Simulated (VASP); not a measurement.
Runs of VASP 6.6.1 on In2O3. The structure is that of space group R-3c (No. 167), or close to it. The cells are those of the table. 

```tsv
cell	k mesh	gap on the mesh (eV)	pressure (GPa)	largest force (eV/Å)
a = 5.803 Å, angles 56.7°, 10 atoms	6 × 6 × 6	(b)	6.9	0.10
a = 5.994 Å, angles 56.6°, 10 atoms	4 × 4 × 4	0.58	-7.6	0.11
a = 5.937 Å, angles 56.6°, 10 atoms	4 × 4 × 4	0.77	-3.9	0.07
a = 5.758 Å, angles 56.6°, 10 atoms	4 × 4 × 4	(a)	(c)	0.10
a = 5.819 Å, angles 56.6°, 10 atoms	4 × 4 × 4	1.17	5.5	0.04
```

Alike in all rows: task single point; level PBE; potentials or basis VASP PAW PBE potentials, release 64 (In_d, O); no spin polarisation; cutoff (eV) 520; smearing gaussian 0.01 eV.

Problem. Estimate the missing entries.

Solution. (a) 1.39; (b) 1.22; (c) 11.6.

Caveats: spin-orbit coupling is left out, which moves the levels of the heavy elements; the cell stands under pressure (at least some runs); the cell stands under tension (at least some runs).

A k mesh can miss the band edges, and the runs leave out spin-orbit coupling on In.
